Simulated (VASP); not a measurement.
Set up this calculation in VASP 6.6.1, as the native input.

```
Task                   : single point
Functional             : LDA
Potentials or basis    : VASP PAW LDA potentials, release 64 (B)
Cutoff                 : 520 eV
k mesh                 : 11 × 11 × 15
Occupations            : fermi-dirac, width 0.1 eV
Spin                   : no spin polarisation
Dipole correction      : no
Further INCAR settings : ALGO = Normal; EDIFF = 1e-06; NBANDS = 12
```

The structure of B lies in POSCAR:

```
B
1.0
    2.8308053026      0.0000000000      0.0000000000
   -1.4154026513      2.4515493052      0.0000000000
    0.0000000000      0.0000000000      2.7879806286
B
3
Direct
    0.0000000000      0.0000000000      0.0000000000
    0.3333333333      0.6666666667      0.5000000000
    0.6666666667      0.3333333333      0.5000000000
```

One way to write it, as run:

INCAR

```
SYSTEM = B
PREC = Accurate
ENCUT = 520
EDIFF = 1E-6
ISMEAR = -1
SIGMA = 0.1
LREAL = .FALSE.
LASPH = .TRUE.
NELM = 60
ALGO = Normal
ISIF = 2
LWAVE = .FALSE.
LCHARG = .TRUE.
GGA = CA
LELF = .TRUE.
LVHAR = .TRUE.
NBANDS = 12
```

KPOINTS

```
Automatic mesh
0
G
  11 11 15
  0 0 0
```

Potentials or basis: VASP PAW LDA potentials, release 64 (B).

Launch:

```console
$ cat potpaw_LDA.64/B/POTCAR > POTCAR
$ mpirun -np 1 vasp_std > vasp.out
```

Results of the run:

```
Pressure : 0.3 GPa
```

Run time: 10 s on 1 thread of Intel(R) Xeon(R) Platinum 8559C (Emerald Rapids), on a shared host, peak memory 0.13 GiB.
